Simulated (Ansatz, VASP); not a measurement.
**One calculation of SnTe, two programs**

```xyz
4
Lattice="5.3879 0.0000 0.0000 -2.6940 4.6661 0.0000 0.0000 0.0000 6.4239" Properties=species:S:1:pos:R:3 pbc="T T T"
Sn    0.0000    3.1107    1.6060
Sn    2.6940    1.5554    4.8179
Te    2.6940    1.5554    1.6060
Te    0.0000    3.1107    4.8179
```

Alike in both runs: task single point; functional PBE; k mesh 6 × 6 × 4; occupations fermi-dirac, width 0.02 eV; non-collinear spin, spin-orbit coupling.

|  | VASP | Ansatz |
| --- | --- | --- |
| version | VASP 6.6.1 | Ansatz 0.2.0 |
| potentials or method | VASP PAW PBE potentials, release 64 (Sn_d, Te) | plane waves, PAW |
| plane-wave cutoff (eV) | 520 | 420 |
| valence electrons in the cell | 40 | 60 |

|  | VASP | Ansatz | Ansatz less VASP |
| --- | --- | --- | --- |
| pressure (GPa) | 0.7 | 0.7 | +0.01 |
| traceless stress, the component that is largest in VASP (GPa) | 0.10 | 0.10 | -0.003 |

With one functional, cell and mesh, what is left measures potentials, basis and numerics. VASP's potentials hold 40 valence electrons a cell and Ansatz's 60, so a difference there can come from the potentials and not from the codes.
